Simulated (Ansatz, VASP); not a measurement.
# AlP: VASP beside Ansatz

```
CELL_PARAMETERS angstrom
0.00000 2.73931 2.73931
2.73931 0.00000 2.73931
2.73931 2.73931 0.00000
ATOMIC_POSITIONS crystal
Al 0.00000 0.00000 0.00000
P 0.25000 0.25000 0.25000
```

Alike in both runs: functional r2SCAN; k mesh 8 × 8 × 8; occupations gaussian, width 0.02 eV; no spin polarisation.

Ansatz relaxed the structure, and its values are those at the end. VASP's run is a single point on that final structure, the one shown.

|  | VASP | Ansatz |
| --- | --- | --- |
| version | VASP 6.6.1 | Ansatz 0.2.0 |
| potentials or method | VASP PAW PBE potentials, release 64 (Al, P), cutoff 550 eV | scalar-relativistic, plane waves, PAW |
| valence electrons in the cell | 8 | 8 |

VASP gave:

```
gap on the k mesh at the Fermi level (eV) : 1.93
least direct gap on the mesh (eV)         : 3.91
pressure (GPa)                            : -0.3
```

Problem. What did Ansatz give for the same quantities?

Solution. gap on the k mesh at the Fermi level (eV): 1.93; least direct gap on the mesh (eV): 3.91; pressure (GPa): 0.0.

VASP's potentials were made for PBE, not for r2SCAN.
